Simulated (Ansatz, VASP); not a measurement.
**LiCl in VASP and in Ansatz**

```xyz
2
Lattice="0.0000 2.5751 2.5751 2.5751 0.0000 2.5751 2.5751 2.5751 0.0000" Properties=species:S:1:pos:R:3 pbc="T T T"
Li    0.0000    0.0000    0.0000
Cl    2.5751    2.5751    2.5751
```

Alike in both runs: task relaxation of cell and atoms; functional PBE; dispersion D3(BJ); k mesh 8 × 8 × 8; occupations gaussian, width 0.02 eV; no spin polarisation.

|  | VASP | Ansatz |
| --- | --- | --- |
| version | VASP 6.6.1 | Ansatz 0.2.0 |
| potentials or method | VASP PAW PBE potentials, release 64 (Li_sv, Cl), cutoff 600 eV | scalar-relativistic, plane waves, PAW |
| valence electrons in the cell | 10 | 10 |

|  | VASP | Ansatz | Ansatz less VASP |
| --- | --- | --- | --- |
| gap on the k mesh at the Fermi level, each at its own relaxed structure (eV) | 6.69 | 6.66 | -0.036 |
| relaxed volume (Å³/atom) | 15.91 | 15.97 | +0.061 |
| relaxed cell length with the largest relative difference (Å) | 3.557 | 3.562 | +0.0046 |

Noted on VASP's run: the cutoff is short for stress, so the pressure is rough.
